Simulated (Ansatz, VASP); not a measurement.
## NiO2: VASP beside Ansatz

```
Ni O
1.0
     2.68727    0.00000    0.00000
    -1.34364    2.32725    0.00000
     0.00000    0.00000    4.44582
Ni O
1 2
Direct
  0.00000 0.00000 0.50000
  0.66667 0.33333 0.70674
  0.33333 0.66667 0.29326
```

Alike in both runs: task single point; functional LDA; k mesh 12 × 12 × 6; occupations gaussian, width 0.05 eV; no spin polarisation.

|  | VASP | Ansatz |
| --- | --- | --- |
| version | VASP 6.6.1 | Ansatz 0.2.0 |
| potentials or method | VASP PAW LDA potentials, release 64 (Ni_sv_GW, O), cutoff 700 eV | scalar-relativistic, plane waves, PAW |
| valence electrons in the cell | 30 | 30 |

Ansatz gave:

```
gap on the k mesh at the Fermi level (eV)                     : 0.99
least direct gap on the mesh (eV)                             : 1.25
pressure (GPa)                                                : 15.7
traceless stress, the component that is largest in VASP (GPa) : -7.52
rms of the force components (eV/Å)                            : 0.400
```

Problem. Which values does VASP return?

Solution. gap on the k mesh at the Fermi level (eV): 0.97; least direct gap on the mesh (eV): 1.24; pressure (GPa): 17.1; traceless stress, the component that is largest in VASP (GPa): -8.50; rms of the force components (eV/Å): 0.469.

LDA's correlation is that of Perdew and Zunger in VASP and of Perdew and Wang (1992) in Ansatz. Atom by atom the forces differ by 0.068 eV/Å (rms over components).
